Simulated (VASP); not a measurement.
Here is a VASP 6.6.1 calculation.

Contents of INCAR:

```
  ALGO = Normal
  EDIFF = 1E-6
  ENCUT = 520
  GGA = PE
  ISIF = 2
  ISMEAR = -1
  LASPH = True
  LCHARG = True
  LELF = True
  LREAL = False
  LVHAR = True
  LWAVE = False
  NBANDS = 28
  NELM = 100
  PREC = Accurate
  SIGMA = 0.1
```

The input KPOINTS:

```
k-points
0
Gamma
  6 6 6
```

The input POSCAR:

```
BaTiO3
1.0
    4.0294103800      0.0000000000      0.0000000000
    0.0000000000      4.0294103800      0.0000000000
    0.0000000000      0.0000000000      4.0294103800
Ba Ti O
1 1 3
Direct
    0.5000000000      0.5000000000      0.5000000000
    0.0000000000      0.0000000000      0.0000000000
    0.5000000000      0.0000000000      0.0000000000
    0.0000000000      0.5000000000      0.0000000000
    0.0000000000      0.0000000000      0.5000000000
```

Potentials or basis: VASP PAW PBE potentials, release 64 (Ba_sv, Ti_sv, O).

Command:

```bash
$ cat potpaw_PBE.64/Ba_sv/POTCAR potpaw_PBE.64/Ti_sv/POTCAR potpaw_PBE.64/O/POTCAR > POTCAR
$ mpirun -np 1 vasp_std > vasp.out
```

(1) Estimate the pressure.

(2) What does it give for the band gap on the k mesh?

Results:

(1) 0.5 GPa.

(2) 1.70 eV, indirect (least direct gap 1.87 eV).

Caveat: spin-orbit coupling is left out, which moves the levels of the heavy elements.
